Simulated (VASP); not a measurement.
Write the native input for VASP 6.6.1 that does the following.

```yaml
Task: single point
Functional: RPBE
Potentials_or_basis: VASP PAW PBE potentials, release 64 (Fe)
Cutoff: 520 eV
k_mesh: 19 × 19 × 6
Occupations: fermi-dirac, width 0.1 eV
Spin: no spin polarisation
Dipole_correction: no
Further_INCAR_settings: ALGO = Normal; EDIFF = 1e-07; NBANDS = 24
```

The structure of Fe lies in POSCAR:

```
Fe
1.0
    2.4684335147      0.0000000000      0.0000000000
   -1.2342167574      2.1377261313      0.0000000000
    0.0000000000      0.0000000000      7.9460765503
Fe
4
Direct
    1.0000000000      1.0000000000      0.0000000000
    1.0000000000      1.0000000000      0.5000000000
    0.3333333333      0.6666666667      0.2500000000
    0.6666666667      0.3333333333      0.7500000000
```

One way to write it, as run:

INCAR

```
SYSTEM = Fe
PREC = Accurate ; ENCUT = 520
EDIFF = 1E-7 ; ISMEAR = -1
SIGMA = 0.1 ; LREAL = .FALSE.
LASPH = .TRUE. ; NELM = 60
ALGO = Normal ; ISIF = 2
LWAVE = .FALSE. ; LCHARG = .FALSE.
GGA = RP ; NBANDS = 24
```

KPOINTS

```
regular mesh
0
G
  19 19 6
  0 0 0
```

Potentials or basis: VASP PAW PBE potentials, release 64 (Fe).

Run with:

```sh
$ cat potpaw_PBE.64/Fe/POTCAR > POTCAR
$ mpirun -np 1 vasp_std > vasp.out
```

It gave:

```
Pressure               : -0.5 GPa
Band gap on the k mesh : zero (band 16 reaches 7.59 eV, above the bottom of band 17 at 5.95 eV)
```

Caveat: the PAW data sets were made with another functional, which shifts forces and pressure a little; the run has no spin polarisation, though such a crystal can be magnetic.

Wall time 120 s on 1 thread of Intel Xeon 6975P-C, with other jobs on the host, peak memory 0.25 GiB.
